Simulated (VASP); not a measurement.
# NaI (Fm-3m) in VASP: a series of runs, part 2 of 2

VASP 6.6.1. The steps go on from the part before.

### Step 6. Single point, PBE, non-collinear spin, zero start, spin-orbit coupling

The input, INCAR:

```
PREC = Accurate
ENCUT = 520
EDIFF = 1E-7
ISMEAR = -1
SIGMA = 0.02
LREAL = F
LASPH = T
NELM = 150
ALGO = Normal
ISIF = 2
LWAVE = F
LCHARG = F
MAGMOM = 0 0 0 0 0 0
LORBIT = 11
LSORBIT = T
GGA_COMPAT = F
LORBMOM = T
GGA = PE
NBANDS = 26
```

The input, KPOINTS:

```
regular mesh
0
Gamma
  8 8 8
```

The input, POSCAR:

```
NaI
1.0
    0.0000000000      3.2364000000      3.2364000000
    3.2364000000      0.0000000000      3.2364000000
    3.2364000000      3.2364000000      0.0000000000
Na I
1 1
Direct
    0.0000000000      0.0000000000      0.0000000000
    0.5000000000      0.5000000000      0.5000000000
```

Potentials or basis: VASP PAW PBE potentials, release 64 (Na_pv, I).

Launch:

```bash
cat potpaw_PBE.64/Na_pv/POTCAR potpaw_PBE.64/I/POTCAR > POTCAR
mpirun -np 1 vasp_ncl > vasp.out
```

OUTCAR:

```text
PREC = Accurate
   ENCUT = 520
   EDIFF = 1E-7
   ISMEAR = -1
   LREAL = F
   LASPH = T
   NELM = 150
   ISIF = 2
   LORBIT = 11
   LSORBIT = T
   GGA = PE

 ion  position               nearest neighbor table
   1  0.000  0.000  0.000-
   2  0.500  0.500  0.500-

  LATTYP: Found a face centered cubic cell.
 ALAT       =     6.4728000000

  Lattice vectors:

 A1 = (   0.0000000000,   3.2364000000,   3.2364000000)
 A2 = (   3.2364000000,   0.0000000000,   3.2364000000)
 A3 = (   3.2364000000,   3.2364000000,   0.0000000000)

Analysis of symmetry for initial positions (statically):
=====================================================================
 Subroutine PRICEL returns:
 Original cell was already a primitive cell.

 Routine SETGRP: Setting up the symmetry group for a
 face centered cubic supercell.

 Subroutine GETGRP returns: Found 48 space group operations
 (whereof 48 operations were pure point group operations)
 out of a pool of 48 trial point group operations.

The static configuration has the point symmetry O_h .

Analysis of symmetry for dynamics (positions and initial velocities):
=====================================================================
 Subroutine PRICEL returns:
 Original cell was already a primitive cell.

 Routine SETGRP: Setting up the symmetry group for a
 face centered cubic supercell.

 Subroutine GETGRP returns: Found 48 space group operations
 (whereof 48 operations were pure point group operations)
 out of a pool of 48 trial point group operations.

The dynamic configuration has the point symmetry O_h .

Analysis of structural, dynamic, and magnetic symmetry:
=====================================================================
 Subroutine PRICEL returns:
 Original cell was already a primitive cell.

 Routine SETGRP: Setting up the symmetry group for a
 face centered cubic supercell.

 Subroutine GETGRP returns: Found 48 space group operations
 (whereof 48 operations were pure point group operations)
 out of a pool of 48 trial point group operations.

The overall configuration has the point symmetry O_h .

 Subroutine INISYM returns: Found 48 space group operations
 (whereof 48 operations are pure point group operations),
 and found     1 'primitive' translations

----------------------------------------------------------------------------------------

                                     Primitive cell

  volume of cell :      67.7980

  direct lattice vectors                    reciprocal lattice vectors
     0.000000000  3.236400000  3.236400000    -0.154492646  0.154492646  0.154492646
     3.236400000  0.000000000  3.236400000     0.154492646 -0.154492646  0.154492646
     3.236400000  3.236400000  0.000000000     0.154492646  0.154492646 -0.154492646

  length of vectors
     4.576960773  4.576960773  4.576960773     0.267589113  0.267589113  0.267589113
[... 836 lines left out ...]

------------------------ aborting loop because EDIFF is reached ----------------------------------------

  FORCE on cell =-STRESS in cart. coord.  units (eV):
  Direction    XX          YY          ZZ          XY          YZ          ZX
  --------------------------------------------------------------------------------------
  -------------------------------------------------------------------------------------
  Total        0.1951031      0.1951031      0.1951031      0.0000000      0.0000000      0.0000000
  in kB        4.6106076      4.6106076      4.6106076      0.0000000      0.0000000      0.0000000
  external PRESSURE =       4.6106076 kB  Pullay stress =       0.0000000 kB

 VOLUME and BASIS-vectors are now :
 -----------------------------------------------------------------------------
  energy-cutoff  :      520.00
  volume of cell :       67.80
      direct lattice vectors                 reciprocal lattice vectors
     0.000000000  3.236400000  3.236400000    -0.154492646  0.154492646  0.154492646
     3.236400000  0.000000000  3.236400000     0.154492646 -0.154492646  0.154492646
     3.236400000  3.236400000  0.000000000     0.154492646  0.154492646 -0.154492646

 POSITION                                       TOTAL-FORCE (eV/Angst)
 -----------------------------------------------------------------------------------
      0.00000      0.00000      0.00000        -0.000000      0.000000     -0.000000
      3.23640      3.23640      3.23640         0.000000     -0.000000      0.000000
 -----------------------------------------------------------------------------------
    total drift:                                0.000000      0.000000      0.000000

  FREE ENERGIE OF THE ION-ELECTRON SYSTEM (eV)
  ---------------------------------------------------
  free  energy   TOTEN  =        -5.5081500799 eV

  energy  without entropy=       -5.5081500799  energy(sigma->0) =       -5.50815008

 orbital moment (x)

 # of ion     p       d       tot
 ----------------------------------------
  1         0.000   0.000   0.000
  2         0.000  -0.000   0.000
 ----------------------------------------
            0.000  -0.000   0.000

 orbital moment (y)

 # of ion     p       d       tot
 ----------------------------------------
  1        -0.000   0.000  -0.000
  2         0.000   0.000   0.000
 ----------------------------------------
            0.000   0.000   0.000

 orbital moment (z)

 # of ion     p       d       tot
 ----------------------------------------
  1         0.000   0.000   0.000
  2         0.000   0.000   0.000
 ----------------------------------------
            0.000   0.000   0.000

 Spin-Orbit-Coupling matrix elements

 Ion:    1  E_soc:     -0.0007843
 l=   1
     0.0000000    -0.0001307    -0.0001307
    -0.0001307     0.0000000    -0.0001307
    -0.0001307    -0.0001307     0.0000000
 l=   2
     0.0000000     0.0000000     0.0000000     0.0000000     0.0000000
     0.0000000     0.0000000     0.0000000     0.0000000     0.0000000
     0.0000000     0.0000000     0.0000000     0.0000000     0.0000000
     0.0000000     0.0000000     0.0000000     0.0000000     0.0000000
     0.0000000     0.0000000     0.0000000     0.0000000     0.0000000
 l=   3
     0.0000000     0.0000000     0.0000000     0.0000000     0.0000000     0.0000000     0.0000000
     0.0000000     0.0000000     0.0000000     0.0000000     0.0000000     0.0000000     0.0000000
     0.0000000     0.0000000     0.0000000     0.0000000     0.0000000     0.0000000     0.0000000
     0.0000000     0.0000000     0.0000000     0.0000000     0.0000000     0.0000000     0.0000000
     0.0000000     0.0000000     0.0000000     0.0000000     0.0000000     0.0000000     0.0000000
     0.0000000     0.0000000     0.0000000     0.0000000     0.0000000     0.0000000     0.0000000
     0.0000000     0.0000000     0.0000000     0.0000000     0.0000000     0.0000000     0.0000000

 Ion:    2  E_soc:     -0.2478170
 l=   1
     0.0000000    -0.0412919    -0.0412919
    -0.0412919     0.0000000    -0.0412919
    -0.0412919    -0.0412919     0.0000000
 l=   2
     0.0000000    -0.0000022     0.0000000    -0.0000022    -0.0000087
    -0.0000022     0.0000000    -0.0000065    -0.0000022    -0.0000022
     0.0000000    -0.0000065     0.0000000    -0.0000065     0.0000000
    -0.0000022    -0.0000022    -0.0000065     0.0000000    -0.0000022
    -0.0000087    -0.0000022     0.0000000    -0.0000022     0.0000000
 l=   3
     0.0000000     0.0000000     0.0000000     0.0000000     0.0000000     0.0000000     0.0000000
     0.0000000     0.0000000     0.0000000     0.0000000     0.0000000     0.0000000     0.0000000
     0.0000000     0.0000000     0.0000000     0.0000000     0.0000000     0.0000000     0.0000000
     0.0000000     0.0000000     0.0000000     0.0000000     0.0000000     0.0000000     0.0000000
     0.0000000     0.0000000     0.0000000     0.0000000     0.0000000     0.0000000     0.0000000
     0.0000000     0.0000000     0.0000000     0.0000000     0.0000000     0.0000000     0.0000000
     0.0000000     0.0000000     0.0000000     0.0000000     0.0000000     0.0000000     0.0000000

 total charge

# of ion       s       p       d       tot
------------------------------------------
    1        0.043   5.972   0.000   6.014
    2        1.494   2.853   0.003   4.350
--------------------------------------------------
tot          1.537   8.825   0.003  10.364

 magnetization (x)

# of ion       s       p       d       tot
------------------------------------------
    1        0.000  -0.000   0.000   0.000
    2        0.000   0.000   0.000   0.000
--------------------------------------------------
tot          0.000  -0.000   0.000   0.000

 magnetization (y)

# of ion       s       p       d       tot
------------------------------------------
    1        0.000   0.000   0.000   0.000
    2        0.000   0.000   0.000   0.000
--------------------------------------------------
tot          0.000   0.000   0.000   0.000

 magnetization (z)

# of ion       s       p       d       tot
------------------------------------------
    1       -0.000   0.000   0.000  -0.000
    2        0.000   0.000  -0.000   0.000
--------------------------------------------------
tot          0.000   0.000  -0.000   0.000
```

It took 69 s on 1 thread of Intel Xeon Platinum 8488C (Sapphire Rapids), shared host; peak memory 0.42 GiB.

Results:

- Free energy: -5.5082 eV
- Pressure: 0.5 GPa
- Net moment: 0.00 μB per cell
- Valence electrons inside the program's atomic spheres: Na 6.01; I 4.35

Moments on the atoms (μB; x, y, z):
```
Na  0.00 0.00 0.00
I   0.00 0.00 0.00
```

### Step 7. The runs side by side

```csv
level,potentials or basis,spin,gap on the mesh (eV),pressure (GPa)
LDA,"VASP PAW LDA potentials, release 64 (Na_pv, I)",off,3.35,-1.6
PBEsol,"VASP PAW PBE potentials, release 64 (Na_pv, I)",off,3.51,-0.5
PBE,"VASP PAW PBE potentials, release 64 (Na_pv, I)",off,3.64,0.4
PBE,"VASP PAW PBE potentials, release 64 (Na_pv, I)","non-collinear, zero start, SOC",-,0.5
```

Alike in all rows: task single point; cell as given; k mesh 8 × 8 × 8; cutoff (eV) 520; smearing fermi-dirac 0.02 eV.

Caveats: spin-orbit coupling is left out, which moves the levels of the heavy elements (at least some runs); the PAW data sets were made with another functional, which shifts forces and pressure a little (at least some runs).

Total energies depend on the potentials used, so only differences within one code and one set of settings carry meaning.
